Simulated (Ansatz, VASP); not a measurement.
**RbZn: VASP beside Ansatz**

The input POSCAR:

```
RbZn
1.0
    4.6250708925      0.0000000000      0.0000000000
    0.0000000000      4.6250708925      0.0000000000
    0.0000000000      0.0000000000      4.6250708925
Rb Zn
1 1
Direct
    0.0000000000      0.0000000000      0.0000000000
    0.5000000000      0.5000000000      0.5000000000
```

The input INCAR.step1:

```
ALGO     = Normal         # electronic algorithm
EDIFF    = 1E-4           # SCF threshold, eV
ENCUT    = 600            # plane-wave cutoff, eV
GGA      = PE             # functional
ISMEAR   = -1             # smearing method
LASPH    = T              # aspherical terms in the spheres
LCHARG   = F              # write CHGCAR
LREAL    = F              # projectors in reciprocal space
LWAVE    = T              # write WAVECAR
NELM     = 80             # most SCF steps
PREC     = Accurate       # precision mode
SIGMA    = 0.05           # smearing width, eV
```

INCAR.step2

```
ALGO     = Normal         # electronic algorithm
EDIFF    = 1E-6           # SCF threshold, eV
EDIFFG   = -0.005         # ionic threshold
ENCUT    = 600            # plane-wave cutoff, eV
IBRION   = 2              # ionic algorithm
ISIF     = 3              # what is computed and relaxed
ISMEAR   = -1             # smearing method
ISTART   = 1            
LASPH    = T              # aspherical terms in the spheres
LCHARG   = F              # write CHGCAR
LMIXTAU  = T            
LREAL    = F              # projectors in reciprocal space
LWAVE    = F              # write WAVECAR
METAGGA  = R2SCAN         # meta-GGA
NELM     = 80             # most SCF steps
NSW      = 70             # ionic steps
PREC     = Accurate       # precision mode
SIGMA    = 0.05           # smearing width, eV
```

The input KPOINTS:

```
k-points
0
Gamma
  9 9 9
```

Input for Ansatz:

```yaml
crystal:
  lattice:
    - [4.6250708925, 0.0, 0.0]
    - [0.0, 4.6250708925, 0.0]
    - [0.0, 0.0, 4.6250708925]
  atoms:
    - { symbol: Rb, position: [0.0, 0.0, 0.0] }
    - { symbol: Zn, position: [0.5, 0.5, 0.5] }
kpoints:
  mp_grid: { grid: [9, 9, 9] }
scf:
  occupations: { method: fermi_dirac, width: 0.05 }
hamiltonian:
  xc: r2scan
  pseudopotentials: { kind: paw }
output:
  forces: true
  stress: true
relax:
  f_tol: 0.005
  max_steps: 50
  cell: {}
```

Alike in both runs: task relaxation of cell and atoms; functional r2SCAN; k mesh 9 × 9 × 9; occupations fermi-dirac, width 0.05 eV; no spin polarisation.

|  | VASP | Ansatz |
| --- | --- | --- |
| version | VASP 6.6.1 | Ansatz 0.2.0 |
| potentials or method | VASP PAW PBE potentials, release 64 (Rb_sv, Zn) | PAW with Ansatz's default frozen-core files, scalar-relativistic |
| plane-wave cutoff (eV) | 600 | 500 |
| valence electrons in the cell | 21 | 21 |

|  | VASP | Ansatz | Ansatz less VASP |
| --- | --- | --- | --- |
| relaxed volume (Å³/atom) | 41.33 | 41.30 | -0.034 |
| relaxed cell length with the largest relative difference (Å) | 4.356 | 4.355 | -0.0012 |

VASP's potentials were made for PBE, not for r2SCAN.

Noted on VASP's run: the volume moved by over 15 % at a fixed basis, so the end points are rough.
